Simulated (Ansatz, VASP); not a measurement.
## One calculation of ZrB6, two programs

```
B Zr
1.0
     3.81890    0.00000    0.00000
     0.00000    3.81890    0.00000
     0.00000    0.00000    3.81890
B Zr
6 1
Direct
  0.19700 0.50000 0.50000
  0.50000 0.19700 0.50000
  0.80300 0.50000 0.50000
  0.50000 0.80300 0.50000
  0.50000 0.50000 0.19700
  0.50000 0.50000 0.80300
  0.00000 0.00000 0.00000
```

Alike in both runs: task single point; functional r2SCAN; k mesh 9 × 9 × 9; no spin polarisation.

|  | VASP | Ansatz |
| --- | --- | --- |
| version | VASP 6.6.1 | Ansatz 0.2.0 |
| potentials or method | VASP PAW PBE potentials, release 64 (B_h, Zr_sv), cutoff 1350 eV | PAW plane waves |
| occupations | fermi-dirac, width 0.1 eV | fermi-dirac |
| valence electrons in the cell | 30 | 30 |

|  | VASP | Ansatz | Ansatz less VASP |
| --- | --- | --- | --- |
| rms of the force components (eV/Å) | 0.250 | 0.245 | -0.0046 |

VASP's potentials were made for PBE, not for r2SCAN. Atom by atom the forces differ by 0.005 eV/Å (rms over components).
